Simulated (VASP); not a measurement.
# I (Fmmm) in VASP: further runs, part 2 of 2

VASP 6.6.1.

**3. Single point, PBEsol-based global hybrid with 25 % exact exchange**

This run uses another cell than the first one, of 42.99 Å³/atom.

File POSCAR:

```
I
1.0
    0.0000000000      2.4119965442      3.9865231326
    2.2352415877      0.0000000000      3.9865231326
    2.2352415877      2.4119965442      0.0000000000
I
1
Direct
    0.0000000000      0.0000000000      0.0000000000
```

File INCAR.step1:

```
PREC     = Accurate       # precision mode
ENCUT    = 520            # plane-wave cutoff, eV
EDIFF    = 1E-5           # SCF threshold, eV
ISMEAR   = -1             # smearing method
SIGMA    = 0.05           # smearing width, eV
LREAL    = False          # projectors in reciprocal space
LASPH    = True           # aspherical terms in the spheres
NELM     = 100            # most SCF steps
ALGO     = Normal         # electronic algorithm
ISIF     = 2              # what is computed and relaxed
LWAVE    = True           # write WAVECAR
LCHARG   = False          # write CHGCAR
GGA      = PE             # functional
NBANDS   = 10             # bands
```

File INCAR.step2:

```
PREC     = Accurate       # precision mode
ENCUT    = 520            # plane-wave cutoff, eV
EDIFF    = 1E-7           # SCF threshold, eV
ISMEAR   = -1             # smearing method
SIGMA    = 0.05           # smearing width, eV
LREAL    = False          # projectors in reciprocal space
LASPH    = True           # aspherical terms in the spheres
NELM     = 100            # most SCF steps
ALGO     = Normal         # electronic algorithm
ISIF     = 2              # what is computed and relaxed
LWAVE    = False          # write WAVECAR
LCHARG   = False          # write CHGCAR
GGA      = PS             # functional
LHFCALC  = True           # exact exchange
AEXX     = 0.25           # exact-exchange fraction
PRECFOCK = Normal       
ISTART   = 1            
NBANDS   = 10             # bands
```

File KPOINTS:

```
Automatic mesh
0
Gamma
  5 5 5
```

Potentials or basis: VASP PAW PBE potentials, release 64 (I).

Command:

```sh
> cat potpaw_PBE.64/I/POTCAR > POTCAR
> cp INCAR.step1 INCAR
> mpirun -np 1 vasp_std > vasp.out
> cp INCAR.step2 INCAR
> mpirun -np 1 vasp_std > vasp.out
```

OUTCAR:

```text
PREC = Accurate
   ENCUT = 520
   EDIFF = 1E-7
   ISMEAR = -1
   LREAL = False
   LASPH = True
   NELM = 100
   ISIF = 2
   GGA = PS
   LHFCALC = True
   AEXX = 0.25
   PRECFOCK = Normal
   ISTART = 1

 ion  position               nearest neighbor table
   1  0.000  0.000  0.000-

  LATTYP: Found a face centered orthorhombic cell.
 ALAT       =     4.4704831754
 B/A-ratio  =     1.0790764441
 C/A-ratio  =     1.7834864717

  Lattice vectors:

 A1 = (   0.0000000000,   2.4119965442,   3.9865231326)
 A2 = (   2.2352415877,   0.0000000000,   3.9865231326)
 A3 = (   2.2352415877,   2.4119965442,   0.0000000000)

Analysis of symmetry for initial positions (statically):
=====================================================================
 Subroutine PRICEL returns:
 Original cell was already a primitive cell.

 Routine SETGRP: Setting up the symmetry group for a
 face centered orthorhombic supercell.

 Subroutine GETGRP returns: Found  8 space group operations
 (whereof  8 operations were pure point group operations)
 out of a pool of  8 trial point group operations.

The static configuration has the point symmetry D_2h.

Analysis of symmetry for dynamics (positions and initial velocities):
=====================================================================
 Subroutine PRICEL returns:
 Original cell was already a primitive cell.

 Routine SETGRP: Setting up the symmetry group for a
 face centered orthorhombic supercell.

 Subroutine GETGRP returns: Found  8 space group operations
 (whereof  8 operations were pure point group operations)
 out of a pool of  8 trial point group operations.

The dynamic configuration has the point symmetry D_2h.

 Subroutine INISYM returns: Found  8 space group operations
 (whereof  8 operations are pure point group operations),
 and found     1 'primitive' translations

----------------------------------------------------------------------------------------

                                     Primitive cell

  volume of cell :      42.9858

  direct lattice vectors                    reciprocal lattice vectors
     0.000000000  2.411996544  3.986523133    -0.223689467  0.207297146  0.125422576
     2.235241588  0.000000000  3.986523133     0.223689467 -0.207297146  0.125422576
     2.235241588  2.411996544  0.000000000     0.223689467  0.207297146 -0.125422576

  length of vectors
     4.659409192  4.570412634  3.288469596     0.329757346  0.329757346  0.329757346

  position of ions in fractional coordinates (direct lattice)
     0.000000000  0.000000000  0.000000000

  ion indices of the primitive-cell ions
   primitive index   ion index
                 1           1

----------------------------------------------------------------------------------------

 KPOINTS: Automatic mesh

Automatic generation of k-mesh.
 Grid dimensions read from file:
 generate k-points for:    5    5    5

 Generating k-lattice:

[... 23 lines left out ...]
 -0.400000  0.200000 -0.000000      8.000000
[... 16 lines left out ...]
 -0.400000 -0.000000  0.400000      4.000000
 -0.400000  0.200000  0.400000      4.000000
 [... further k-points ...]
   k-points           NKPTS =     27   k-points in BZ     NKDIM =    125   number of bands    NBANDS=     10
   number of dos      NEDOS =    301   number of ions     NIONS =      1
   total plane-waves  NPLWV =  31104
   dimension x,y,z NGX =    36 NGY =   36 NGZ =   24
   dimension x,y,z NGXF=    72 NGYF=   72 NGZF=   48
   ions per type =               1
   NGX,Y,Z   is equivalent  to a cutoff of  12.84, 13.09, 12.13 a.u.
   NGXF,Y,Z  is equivalent  to a cutoff of  25.69, 26.19, 24.27 a.u.
 SYSTEM =  unknown system
   PREC   = accura    normal or accurate (medium, high low for compatibility)
   ISTART =      1    job   : 0-new  1-cont  2-samecut
   ICHARG =      0    charge: 1-file 2-atom 10-const
   ISPIN  =      1    spin polarized calculation?
   LNONCOLLINEAR =      F non collinear calculations
   LSORBIT =      F    spin-orbit coupling
   LASPH  =      T    aspherical Exc in radial PAW
   ENCUT  =  520.0 eV  38.22 Ry    6.18 a.u.   8.66  8.50  6.11*2*pi/ulx,y,z
   NELM   =    100;   NELMIN=  2; NELMDL=  0     # of ELM steps
   EDIFF  = 0.1E-06   stopping-criterion for ELM
   LREAL  =      F    real-space projection
   EDIFFG = 0.1E-05   stopping-criterion for IOM
   NSW    =      0    number of steps for IOM
   IBRION =     -1    ionic relax: 0-MD 1-quasi-New 2-CG
   NFREE  =      0    steps in history (QN), initial steepest desc. (CG)
   ISIF   =      2    stress and relaxation
   ISYM   =      3    0-nonsym 1-usesym 2-fastsym
   POTIM  = 0.5000    time-step for ionic-motion
   TEBEG  =    0.0;   TEEND  =   0.0 temperature during run
   PSTRESS=    0.0 pullay stress
   NELECT =       7.0000    total number of electrons
   NUPDOWN=      -1.0000    fix difference up-down
   EMIN   =  10.00;   EMAX   =-10.00  energy-range for DOS
   EFERMI =   0.00;   METHOD = LEGACY
   ISMEAR =    -1;   SIGMA  =   0.05  broadening in eV -4-tet -1-fermi 0-gaus
   EFERMI_NEDOS =   21; number of points for ismear=-14 and -15
   IALGO  =     38    algorithm
   IMIX   =      1    mixing-type and parameters
     AMIX     =   0.40;   BMIX     =  1.00
     AMIX_MAG =   1.60;   BMIX_MAG =  1.00
  volume/ion in A,a.u.               =      42.99       290.08
  Fermi-wavevector in a.u.,A,eV,Ry     =   0.893989  1.689395 10.874008  0.799217
  Thomas-Fermi vector in A             =   2.016137
   LORBIT       =      0    0 simple, 1 ext, 2 COOP (PROOUT), +10 PAW based schemes
   GGA     = PS    functional components
   LHFCALC =     T    Hartree Fock is set to
   PRECFOCK=normal    Normal, Fast or Accurate (Low or Medium for compatibility)
   ENCUT4O =  -1.0   cutoff for four orbital integrals eV
   NKREDX  =     1    reduce k-point grid by
   NKREDY  =     1    reduce k-point grid by
   NKREDZ  =     1    reduce k-point grid by
   AEXX    =    0.2500 exact exchange contribution
   HFSCREEN=    0.0000 screening length (either q_TF or 0.3 A-1)
   HFSCREENC=   0.0000 screening length for correlation (either q_TF or 0.3 A-1)
   ENCUTFOCK=  -1.0 apply spherical cutoff to Coloumb kernel
   IVDW    =     0    specifies the selected vdW correction
   LEPSILON=     F    determine dielectric tensor
   LRPA    =     F    only Hartree local field effects (RPA)
 non-spin polarized calculation
  energy-cutoff  :      520.00
  volume of cell :       42.99
 maximum number of plane-waves:      1173
  NGX = 28; NGY = 28; NGZ = 20

 number of electron       7.0000000 magnetization

 Free energy of the ion-electron system (eV)
  ---------------------------------------------------
  ext. energy  EPLUGINS =         0.00000000
  ---------------------------------------------------
  free energy    TOTEN  =        -2.26192080 eV

  energy without entropy =       -2.25740098  energy(sigma->0) =       -2.25966089

 E-fermi :   1.6287     XC(G=0):  -6.5057

 val. band max:        1.3199096592   @ k =  -0.2000   0.4000   0.2000
 cond. band min:       1.6413701399   @ k =  -0.4000   0.2000   0.2000
 fundamental gap:      0.3214604807
 Fermi energy:         1.6286544374

 k-point     1 :       0.0000    0.0000    0.0000
  band No.  band energies     occupation
      1     -13.0353      2.00000
      2      -0.3024      2.00000
      3       3.5937      0.00000
      4       3.9441      0.00000
      5       7.8289      0.00000
      6      11.0280      0.00000
      7      11.4670      0.00000
      8      15.6968      0.00000
      9      15.8955      0.00000
     10      16.0028      0.00000
[... 287 lines left out ...]
 k-point    24 :      -0.4000    0.2000    0.4000
  band No.  band energies     occupation
      1     -10.6185      2.00000
      2      -2.0262      2.00000
      3      -1.4848      2.00000
      4       0.8234      2.00000
      5       8.2467      0.00000
      6      10.4084      0.00000
      7      11.1636      0.00000
      8      13.9304      0.00000
      9      15.7553      0.00000
     10      20.0128      0.00000

 [... further k-points ...]

------------------------ aborting loop because EDIFF is reached ----------------------------------------

  FORCE on cell =-STRESS in cart. coord.  units (eV):
  Direction    XX          YY          ZZ          XY          YZ          ZX
  --------------------------------------------------------------------------------------
  -------------------------------------------------------------------------------------
  Total       -1.4390960     -1.3065939     -0.1228717      0.0000000      0.0000000      0.0000000
  in kB      -53.6382871    -48.6996412     -4.5797005      0.0000000      0.0000000      0.0000000
  external PRESSURE =     -35.6392096 kB  Pullay stress =       0.0000000 kB

 VOLUME and BASIS-vectors are now :
 -----------------------------------------------------------------------------
  energy-cutoff  :      520.00
  volume of cell :       42.99
      direct lattice vectors                 reciprocal lattice vectors
     0.000000000  2.411996544  3.986523133    -0.223689467  0.207297146  0.125422576
     2.235241588  0.000000000  3.986523133     0.223689467 -0.207297146  0.125422576
     2.235241588  2.411996544  0.000000000     0.223689467  0.207297146 -0.125422576

 POSITION                                       TOTAL-FORCE (eV/Angst)
 -----------------------------------------------------------------------------------
      0.00000      0.00000      0.00000        -0.000000      0.000000      0.000000
 -----------------------------------------------------------------------------------
    total drift:                               -0.000000      0.000000      0.000000

  FREE ENERGIE OF THE ION-ELECTRON SYSTEM (eV)
  ---------------------------------------------------
  free  energy   TOTEN  =        -2.2619208034 eV

  energy  without entropy=       -2.2574009771  energy(sigma->0) =       -2.25966089
```

It took 23 min on 1 thread of Intel Xeon 8259CL, shared host; peak memory 0.19 GiB.

Results:

- Free energy: -2.2619 eV
- Pressure: -3.6 GPa
- Band gap on the k mesh: zero (an odd number of electrons rules out a gap without spin polarisation)

Stress tensor (GPa, compression positive):
```
-5.36  0.00  0.00
 0.00 -4.87  0.00
 0.00  0.00 -0.46
```

Levels at points of the mesh, in eV from the Fermi level:
| k point | band 1 | band 2 | band 3 | band 4 | band 5 | band 6 | band 7 | band 8 | band 9 |
| --- | --- | --- | --- | --- | --- | --- | --- | --- | --- |
| (0.00, 0.00, 0.00) | -14.66 | -1.93 | 1.97 | 2.32 | 6.20 | 9.40 | 9.84 | 14.07 | 14.27 |

Caveat: the k points lie up to 0.41 Å⁻¹ apart, too coarse for converged energies and pressures of a metal; the PAW data sets were made with another functional, which shifts forces and pressure a little; spin-orbit coupling is left out, which moves the levels of the heavy elements; an odd number of electrons without spin polarisation forces a metal; a magnetic or distorted state may lie lower.
